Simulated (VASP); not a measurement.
Write the native input for VASP 6.6.1 that does the following.

```
Task                   : relaxation of shape and atoms at fixed volume
Functional             : PBE
Potentials or basis    : VASP PAW PBE potentials, release 64 (Sn_d, Pb_d)
Cutoff                 : 600 eV
k mesh                 : 6 × 6 × 12
Occupations            : gaussian, width 0.1 eV
Spin                   : no spin polarisation
Dipole correction      : no
Further INCAR settings : ALGO = Fast; EDIFF = 1e-06; IBRION = 2; EDIFFG = -0.01; NSW = 50; ISIF = 4
```

The structure of Sn2Pb lies in POSCAR:

```
Sn2Pb
1.0
    5.3196435014      0.0000000000      0.0000000000
   -2.6598217507      4.6069464113      0.0000000000
    0.0000000000      0.0000000000      3.1367490539
Sn Pb
2 1
Direct
    0.3333333333      0.6666666667      0.5000000000
    0.6666666667      0.3333333333      0.5000000000
    0.0000000000      0.0000000000      0.0000000000
```

The input as run:

INCAR

```
SYSTEM = Sn2Pb
ALGO = Fast
EDIFF = 1E-6
EDIFFG = -0.01
ENCUT = 600
GGA = PE
IBRION = 2
ISIF = 4
ISMEAR = 0
LASPH = .True.
LCHARG = .False.
LREAL = .False.
LWAVE = .False.
NELM = 100
NSW = 50
PREC = Accurate
SIGMA = 0.1
```

KPOINTS

```
k-points
0
Gamma
  6 6 12
  0 0 0
```

Potentials or basis: VASP PAW PBE potentials, release 64 (Sn_d, Pb_d).

The run is started by

```bash
$ cat potpaw_PBE.64/Sn_d/POTCAR potpaw_PBE.64/Pb_d/POTCAR > POTCAR
$ mpirun -np 1 vasp_std > vasp.out
```

Results of the run:

```yaml
Energy_gained_by_relaxing: 0.0 meV/atom
Ionic_steps: 2
Pressure_after_relaxing: 8.0 GPa
Band_gap_on_the_k_mesh: zero (bands 21 and 22 overlap by 4.26 eV)
```

Caveat: spin-orbit coupling is left out, which moves the levels of the heavy elements.

Run time: 2.9 min on 1 thread of Oxide Virtual Turin-like Processor, on a shared host, peak memory 0.26 GiB.
